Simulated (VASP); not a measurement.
Write the native input for VASP 6.6.1 that does the following.

```
Task                   : relaxation of cell and atoms
Functional             : r2SCAN
Dispersion             : rVV10
Potentials or basis    : VASP PAW PBE potentials, release 64 (Bi_d)
Cutoff                 : 600 eV
k mesh                 : 16 × 16 × 16
Occupations            : gaussian, width 0.1 eV
Spin                   : no spin polarisation
Target pressure        : 10.1 GPa
Dipole correction      : no
Further INCAR settings : ALGO = Normal; EDIFF = 1e-06; IBRION = 2; EDIFFG = -0.002; NSW = 100; ISIF = 3
```

Crystal: Bi.

```
CELL_PARAMETERS angstrom
-1.98143 1.98143 1.98143
1.98143 -1.98143 1.98143
1.98143 1.98143 -1.98143
ATOMIC_POSITIONS crystal
Bi 0.00000 0.00000 0.00000
```

The input as run:

POSCAR

```
Bi
1.0
   -1.9814305318      1.9814305318      1.9814305318
    1.9814305318     -1.9814305318      1.9814305318
    1.9814305318      1.9814305318     -1.9814305318
Bi
1
Direct
    0.0000000000      0.0000000000      0.0000000000
```

INCAR.step1

```
PREC = Accurate
ENCUT = 600
ISMEAR = 0
SIGMA = 0.1
LREAL = False
LASPH = True
NELM = 100
GGA = PE
ALGO = Normal
EDIFF = 1E-4
LWAVE = True
LCHARG = False
```

INCAR.step2

```
PREC = Accurate
ENCUT = 600
EDIFF = 1E-6
ISMEAR = 0
SIGMA = 0.1
LREAL = False
LASPH = True
NELM = 100
ALGO = Normal
ISIF = 3
LWAVE = False
LCHARG = False
METAGGA = R2SCAN
LMIXTAU = True
LUSE_VDW = True
IVDW_NL = 2
BPARAM = 11.95
CPARAM = 0.0093
IBRION = 2
NSW = 100
EDIFFG = -0.002
PSTRESS = 101.0
ISTART = 1
```

KPOINTS

```
Automatic mesh
0
Gamma
  16 16 16
```

Potentials or basis: VASP PAW PBE potentials, release 64 (Bi_d).

Command:

```bash
$ cat potpaw_PBE.64/Bi_d/POTCAR > POTCAR
$ cp INCAR.step1 INCAR
$ mpirun -np 1 vasp_std > vasp.out
$ cp INCAR.step2 INCAR
$ mpirun -np 1 vasp_std > vasp.out
```

Results of the run:

- Relaxed volume: 27.00 Å³/atom
- Relaxed cell: a = 3.273 Å, b = 3.273 Å, c = 3.273 Å, α = 109.47°, β = 109.47°, γ = 109.47°
- Space group after relaxing (to 0.05 Å): Im-3m (No. 229)
- Energy change on relaxing (the enthalpy is what falls): +98.3 meV/atom
- Ionic steps: 16
- Pressure after relaxing: 10.1 GPa

Caveat: the cell is relaxed towards a set pressure, so the enthalpy falls and the energy may rise; the PAW data sets were made with another functional, which shifts forces and pressure a little.

Run time: 43 min on 1 thread of AMD EPYC 7R43 64-Core Processor (Zen 3) (shared host), peak memory 0.29 GiB.
